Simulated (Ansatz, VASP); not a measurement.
# One calculation of TiAl3, two programs

```
Ti Al
1.0
     2.78472    0.00000    0.00000
     0.00000    4.67461    0.00000
     0.00000    0.00000    4.90212
Ti Al
1 3
Direct
  0.00000 0.50000 0.16381
  0.50000 0.50000 0.66396
  0.50000 0.00000 0.33361
  0.00000 0.00000 0.83861
```

Alike in both runs: functional r2SCAN; k mesh 14 × 10 × 10; occupations gaussian, width 0.1 eV; no spin polarisation.

Ansatz relaxed the structure, and its values are those at the end. VASP's run is a single point on that final structure, the one shown.

|  | VASP | Ansatz |
| --- | --- | --- |
| version | VASP 6.6.1 | Ansatz 0.2.0 |
| potentials or method | VASP PAW PBE potentials, release 64 (Ti_sv, Al), cutoff 520 eV | scalar-relativistic, plane waves, PAW |
| valence electrons in the cell | 21 | 21 |

|  | VASP | Ansatz | Ansatz less VASP |
| --- | --- | --- | --- |
| gap on the k mesh at the Fermi level (eV) | none | none | - |
| pressure (GPa) | -0.1 | 0.0 | +0.09 |
| rms of the force components (eV/Å) | 0.005 | 0.001 | -0.0036 |

VASP's potentials were made for PBE, not for r2SCAN. A gap of «none» marks a metal or a gap that the smearing closes.
